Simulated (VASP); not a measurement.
Input of a VASP 6.6.1 run:

The input INCAR:

```
ALGO     = Normal         # electronic algorithm
EDIFF    = 1E-7           # SCF threshold, eV
ENCUT    = 520            # plane-wave cutoff, eV
GGA      = PE             # functional
ISIF     = 2              # what is computed and relaxed
ISMEAR   = 0              # smearing method
LASPH    = True           # aspherical terms in the spheres
LCHARG   = False          # write CHGCAR
LREAL    = False          # projectors in reciprocal space
LWAVE    = False          # write WAVECAR
NBANDS   = 20             # bands
NELM     = 80             # most SCF steps
PREC     = Accurate       # precision mode
SIGMA    = 0.1            # smearing width, eV
```

The input KPOINTS:

```
k-points
0
Gamma
  6 6 6
```

File POSCAR:

```
BiSbS
1.0
    5.3033107311      0.0000000000      0.0000000000
   -2.6516553655      4.5928018173      0.0000000000
    0.0000000000      0.0000000000      3.1445367370
Sb Bi S
1 1 1
Direct
    0.3333333333      0.6666666667      0.5000000000
    0.6666666667      0.3333333333      0.5000000000
    0.0000000000      0.0000000000      0.0000000000
```

Potentials or basis: VASP PAW PBE potentials, release 64 (Sb, Bi_d, S).

Command:

```sh
$ cat potpaw_PBE.64/Sb/POTCAR potpaw_PBE.64/Bi_d/POTCAR potpaw_PBE.64/S/POTCAR > POTCAR
$ mpirun -np 1 vasp_std > vasp.out
```

Task: What does it give for the pressure?

Result: -0.2 GPa.

Task: Predict the band gap on the k mesh.

Result: Zero (band 13 reaches 8.53 eV, above the bottom of band 14 at 5.64 eV).

Caveat: spin-orbit coupling is left out, which moves the levels of the heavy elements.
